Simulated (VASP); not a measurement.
## CdSe: single point with PBE

CdSe:

```
Cd Se
1.0
     0.00000    4.50702    0.00000
     0.00000    0.00000    7.47911
     8.16470    0.00000    0.00000
Cd Se
4 4
Direct
  0.75000 0.39901 0.84076
  0.25000 0.89901 0.65924
  0.75000 0.10099 0.34076
  0.25000 0.60099 0.15924
  0.25000 0.59595 0.82232
  0.75000 0.09595 0.67768
  0.25000 0.90405 0.32232
  0.75000 0.40405 0.17768
```

```json
{
 "Program": "VASP 6.6.1",
 "Task": "single point",
 "Functional": "PBE",
 "Potentials or basis": "VASP PAW PBE potentials, release 64 (Cd, Se)",
 "Cutoff": "520 eV",
 "k mesh": "4 × 2 × 2",
 "Occupations": "gaussian, width 0.1 eV",
 "Spin": "no spin polarisation",
 "Dipole correction": "no",
 "Further INCAR settings": "ALGO = Normal; EDIFF = 1e-06; NBANDS = 46"
}
```

```yaml
Pressure: 0.2 GPa
Largest_force: 0.011 eV/Å
Band_gap_on_the_k_mesh: 0.74 eV, direct
```

Forces in eV/Å, atoms in the order of the input:
```
Cd  -0.003  0.000 -0.010
Cd   0.003  0.000 -0.010
Cd  -0.003  0.000  0.010
Cd   0.003  0.000  0.010
Se  -0.002  0.000  0.005
Se   0.002  0.000  0.005
Se  -0.002  0.000 -0.005
Se   0.002  0.000 -0.005
```

Stress tensor (GPa, compression positive):
```
0.14 0.00 0.00
0.00 0.32 0.00
0.00 0.00 0.21
```

Levels at points of the mesh, in eV from the valence-band top:
```
           k point  band 33  band 34  band 35  band 36  band 37  band 38  band 39  band 40
(0.00, 0.00, 0.00)    -0.27    -0.22    -0.18     0.00     0.74     2.53     3.11     3.80
(0.50, 0.00, 0.00)    -1.32    -1.32    -0.59    -0.59     3.58     3.58     3.67     3.67
(0.00, 0.50, 0.00)    -0.66    -0.66    -0.43    -0.43     2.79     2.79     3.17     3.17
(0.50, 0.50, 0.00)    -0.77    -0.77    -0.36    -0.36     2.90     2.90     3.30     3.30
(0.00, 0.00, 0.50)    -0.44    -0.44    -0.20    -0.20     2.06     2.06     3.29     3.29
(0.50, 0.00, 0.50)    -0.87    -0.87    -0.87    -0.87     3.97     3.97     3.97     3.97
(0.00, 0.50, 0.50)    -0.46    -0.46    -0.37    -0.37     2.76     2.76     2.85     2.85
(0.50, 0.50, 0.50)    -0.98    -0.98    -0.98    -0.98     3.18     3.18     3.18     3.18
```

Run time: 4.6 min on 1 thread of Intel Xeon 8259CL, with other jobs on the host, peak memory 0.38 GiB.

Caveat: the k points lie up to 0.42 Å⁻¹ apart. A hybrid or GW would open this gap; PBE tends to underestimate it.
